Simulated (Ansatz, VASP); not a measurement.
Two plane-wave programs on Os

```
CELL_PARAMETERS angstrom
0.00000 1.92204 1.92204
1.92204 0.00000 1.92204
1.92204 1.92204 0.00000
ATOMIC_POSITIONS crystal
Os 0.93239 0.03872 0.05858
```

Alike in both runs: task single point; functional PBE; k mesh 10 × 10 × 10; occupations methfessel-paxton of order 1, width 0.27 eV; no spin polarisation.

|  | VASP | Ansatz |
| --- | --- | --- |
| version | VASP 6.6.1 | Ansatz 0.2.0 |
| potentials or method | VASP PAW PBE potentials, release 64 (Os) | scalar-relativistic, plane waves, PAW |
| plane-wave cutoff (eV) | 600 | 420 |
| valence electrons in the cell | 8 | 16 |

```csv
,VASP,Ansatz,Ansatz less VASP
gap on the k mesh at the Fermi level (eV),none,none,-
pressure (GPa),4.4,4.3,-0.13
```

A gap of «none» marks a metal or a gap that the smearing closes. VASP's potentials hold 8 valence electrons a cell and Ansatz's 16, so a difference there can come from the potentials and not from the codes.

Spin-orbit coupling is off throughout.
